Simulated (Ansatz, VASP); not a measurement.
Two plane-wave programs on Al9O

```
CELL_PARAMETERS angstrom
2.85354 0.00000 0.00000
-1.42677 2.47124 0.00000
0.00000 0.00000 35.76056
ATOMIC_POSITIONS crystal
Al 0.33333 0.66667 0.11186
Al 0.00000 0.00000 0.17744
Al 0.66667 0.33333 0.24303
Al 0.00000 0.00000 0.30861
Al 0.33333 0.66667 0.37363
Al 0.00000 0.00000 0.43861
Al 0.66667 0.33333 0.50473
Al 0.00000 0.00000 0.57013
Al 0.33333 0.66667 0.63647
O 0.33333 0.66667 0.69324
```

Alike in both runs: task single point; functional PBE; k mesh 9 × 9 × 1; occupations gaussian, width 0.1 eV; collinear spin.

|  | VASP | Ansatz |
| --- | --- | --- |
| version | VASP 6.6.1 | Ansatz 0.2.0 |
| potentials or method | VASP PAW PBE potentials, release 64 (Al, O), cutoff 520 eV | scalar-relativistic, plane waves, PAW |
| valence electrons in the cell | 33 | 33 |

VASP gave:

* gap on the k mesh at the Fermi level (eV): none
* rms of the force components (eV/Å): 0.679
* net moment per atom (μB): 0.13
* size of the moment on the site where the two differ most (μB): 0.97
* work function, face that differs most (eV): 8.86

Q: Estimate Ansatz's values.

A: gap on the k mesh at the Fermi level (eV): none; rms of the force components (eV/Å): 0.689; net moment per atom (μB): 0.13; size of the moment on the site where the two differ most (μB): 1.05; work function, face that differs most (eV): 8.84.

Site moments also hang on the region over which each program counts them. Atom by atom the forces differ by 0.009 eV/Å (rms over components). A gap of «none» marks a metal or a gap that the smearing closes. With one functional, cell and mesh, what is left measures potentials, basis and numerics.
